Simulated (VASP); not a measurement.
Write the native input for VASP 6.6.1 that does the following.

| Item | Value |
| --- | --- |
| Task | single point |
| Functional | PBE |
| Potentials or basis | VASP PAW PBE potentials, release 64 (Nb_sv, In_d, Se) |
| Cutoff | 520 eV |
| k mesh | 3 × 3 × 3 |
| Occupations | gaussian, width 0.15 eV |
| Spin | no spin polarisation |
| Dipole correction | no |
| Further INCAR settings | ALGO = Normal; EDIFF = 1e-07; NBANDS = 38 |

The structure of NbIn2Se3 lies in POSCAR:

```
NbIn2Se3
1.0
    3.6431189616      2.1033557119      3.3611951839
   -3.6431189616      2.1033557119      3.3611951839
    0.0000000000     -4.2067114276      3.3611951816
Nb In Se
1 2 3
Direct
    0.0000000000      0.0000000000      0.0000000000
    0.6439296265      0.6439296265      0.6439296265
    0.3560703735      0.3560703735      0.3560703735
    0.0000000000      0.5000000000      0.0000000000
    0.5000000000      0.0000000000      0.0000000000
    0.0000000000      0.0000000000      0.5000000000
```

The cell was built from a structure type or drawn by symmetry, and may not be a known phase.

One way to write it, as run:

INCAR

```
ALGO = Normal
EDIFF = 1E-7
ENCUT = 520
GGA = PE
ISIF = 2
ISMEAR = 0
LASPH = T
LCHARG = F
LREAL = F
LWAVE = F
NBANDS = 38
NELM = 80
PREC = Accurate
SIGMA = 0.15
```

KPOINTS

```
k-points
0
Gamma
  3 3 3
```

Potentials or basis: VASP PAW PBE potentials, release 64 (Nb_sv, In_d, Se).

Run with:

```console
$ cat potpaw_PBE.64/Nb_sv/POTCAR potpaw_PBE.64/In_d/POTCAR potpaw_PBE.64/Se/POTCAR > POTCAR
$ mpirun -np 1 vasp_std > vasp.out
```

It gave:

```yaml
Pressure: 0.0 GPa
Largest_force: 0.008 eV/Å
Band_gap_on_the_k_mesh: zero (an odd number of electrons rules out a gap without spin polarisation)
```

Caveat: the k points lie up to 0.39 Å⁻¹ apart, too coarse for converged energies and pressures of a metal; spin-orbit coupling is left out, which moves the levels of the heavy elements.

It took 23 s on 1 thread of Intel(R) Xeon(R) 6975P-C (Granite Rapids), with other jobs on the host, peak memory 0.25 GiB.
